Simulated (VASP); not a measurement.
Input of a VASP 6.6.1 run:

INCAR

```
SYSTEM = Si
  PREC = Accurate
  ENCUT = 520
  EDIFF = 1E-6
  ISMEAR = 0
  SIGMA = 0.05
  LREAL = Auto
  LASPH = .True.
  NELM = 100
  ALGO = Normal
  ISIF = 2
  LWAVE = .False.
  LCHARG = .False.
  GGA = PS
  NBANDS = 48
```

Contents of KPOINTS:

```
Automatic mesh
0
Gamma
  2 2 2
  0 0 0
```

Contents of POSCAR:

```
Si
1.0
    0.0000000000      5.4300000000      5.4300000000
    5.4300000000      0.0000000000      5.4300000000
    5.4300000000      5.4300000000      0.0000000000
Si
17
Direct
    0.0026480663     -0.0029771639     -0.0030195212
    0.1300099448      0.1233977901      0.1233416206
    0.0024902394     -0.0029287293      0.5034887661
    0.1244470534      0.1261636280      0.6247337937
    0.0024376611      0.5035678637     -0.0029632597
    0.1244128913      0.6247806630      0.1261546961
    0.0000790976      0.4999825967      0.4999715470
    0.1243121547      0.6247924494      0.6247416206
    0.4987340700      0.0006736648      0.0005088398
    0.6225360958      0.1230749540      0.1229747698
    0.4967997238     -0.0030008287      0.5032488950
    0.6223589319      0.1230696133      0.6318583794
    0.4967611418      0.5033749540     -0.0030836096
    0.6223021179      0.6320321363      0.1229612339
    0.4966376611      0.5033906998      0.5032599448
    0.6262825967      0.6246919890      0.6246093002
    0.7487606814      0.2506638122      0.2504969613
```

Potentials or basis: VASP PAW PBE potentials, release 64 (Si).

Command:

```sh
$ cat potpaw_PBE.64/Si/POTCAR > POTCAR
$ mpirun -np 1 vasp_std > vasp.out
```

Q: Predict the band gap on the k mesh.

A: Zero (bands 34 and 35 overlap by 0.25 eV).

Q: Predict the largest force.

A: 0.033 eV/Å.

Q: What does it give for the pressure?

A: 3.5 GPa.

Forces in eV/Å, atoms in the order of the input:
```
Si   0.024  0.000  0.001
Si  -0.018  0.019  0.020
Si  -0.001 -0.019  0.003
Si   0.016 -0.019  0.022
Si  -0.002  0.003 -0.018
Si   0.016  0.022 -0.019
Si   0.002 -0.001 -0.001
Si  -0.021 -0.017 -0.018
Si   0.003 -0.001  0.000
Si  -0.008 -0.011 -0.010
Si   0.001 -0.003  0.012
Si   0.010  0.007 -0.007
Si   0.000  0.013 -0.004
Si   0.009 -0.007  0.006
Si  -0.015  0.000 -0.002
Si  -0.017  0.017  0.017
Si   0.001 -0.001 -0.001
```

Caveat: the k points lie up to 0.50 Å⁻¹ apart; the PAW data sets were made with another functional, which shifts forces and pressure a little.
